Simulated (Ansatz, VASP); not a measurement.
## One calculation of Sb, two programs

Contents of POSCAR:

```
Sb
1.0
    2.1102243954      1.2183386227      3.6812845966
   -2.1102243954      1.2183386227      3.6812845966
    0.0000000000     -2.4366772455      3.6812845966
Sb
2
Direct
    0.7665100000      0.7665100000      0.7665100000
    0.2334900000      0.2334900000      0.2334900000
```

Contents of INCAR.step1:

```
SYSTEM = Sb
ALGO     = Normal         ! electronic algorithm
EDIFF    = 1E-5           ! SCF threshold, eV
ENCUT    = 520            ! plane-wave cutoff, eV
GGA      = PE             ! functional
ISIF     = 2              ! what is computed and relaxed
ISMEAR   = -1             ! smearing method
LASPH    = .TRUE.         ! aspherical terms in the spheres
LCHARG   = .FALSE.        ! write CHGCAR
LREAL    = .FALSE.        ! projectors in reciprocal space
LWAVE    = .TRUE.         ! write WAVECAR
NBANDS   = 12             ! bands
NELM     = 100            ! most SCF steps
PREC     = Accurate       ! precision mode
SIGMA    = 0.05           ! smearing width, eV
```

Contents of INCAR.step2:

```
SYSTEM = Sb
AEXX     = 0.25           ! exact-exchange fraction
ALGO     = Normal         ! electronic algorithm
EDIFF    = 1E-6           ! SCF threshold, eV
ENCUT    = 520            ! plane-wave cutoff, eV
GGA      = PE             ! functional
ISIF     = 2              ! what is computed and relaxed
ISMEAR   = -1             ! smearing method
ISTART   = 1            
LASPH    = .TRUE.         ! aspherical terms in the spheres
LCHARG   = .FALSE.        ! write CHGCAR
LHFCALC  = .TRUE.         ! exact exchange
LREAL    = .FALSE.        ! projectors in reciprocal space
LWAVE    = .FALSE.        ! write WAVECAR
NBANDS   = 12             ! bands
NELM     = 100            ! most SCF steps
PREC     = Accurate       ! precision mode
PRECFOCK = Normal       
SIGMA    = 0.05           ! smearing width, eV
```

The input KPOINTS:

```
k-points
0
G
  4 4 4
  0 0 0
```

The input input:

```
crystal:
  lattice:
    - [2.1102243954, 1.2183386227, 3.6812845966]
    - [-2.1102243954, 1.2183386227, 3.6812845966]
    - [0.0, -2.4366772455, 3.6812845966]
  atoms:
    - { symbol: Sb, position: [0.76651, 0.76651, 0.76651] }
    - { symbol: Sb, position: [0.23349, 0.23349, 0.23349] }
hamiltonian:
  xc: pbe0
  pseudopotentials: { kind: paw }
kpoints:
  mp_grid: { grid: [4, 4, 4] }
scf:
  occupations: { method: fermi_dirac, width: 0.05 }
output:
  forces: true
  stress: true
  eigenvalues: true
  write_density: true
  write_potential: true
  elf: true
  volumetric_format: npy
```

Alike in both runs: task single point; functional PBE0; k mesh 4 × 4 × 4; occupations fermi-dirac, width 0.05 eV; no spin polarisation.

|  | VASP | Ansatz |
| --- | --- | --- |
| version | VASP 6.6.1 | Ansatz 0.2.0 |
| potentials or method | VASP PAW PBE potentials, release 64 (Sb) | Ansatz PAW |
| plane-wave cutoff (eV) | 520 | 420 |
| valence electrons in the cell | 10 | 30 |

```tsv
	VASP	Ansatz	Ansatz less VASP
gap on the k mesh at the Fermi level (eV)	0.86	0.74	-0.122
least direct gap on the mesh (eV)	1.02	0.89	-0.137
pressure (GPa)	4.0	5.2	+1.25
traceless stress, the component that is largest in VASP (GPa)	-0.95	-1.03	-0.081
rms of the force components (eV/Å)	0.062	0.031	-0.0308
```

Atom by atom the forces differ by 0.031 eV/Å (rms over components). VASP's potentials hold 10 valence electrons a cell and Ansatz's 30, so a difference there can come from the potentials and not from the codes.

The k mesh is coarse, so the values compare programs but aren't converged. Spin-orbit coupling is off throughout.
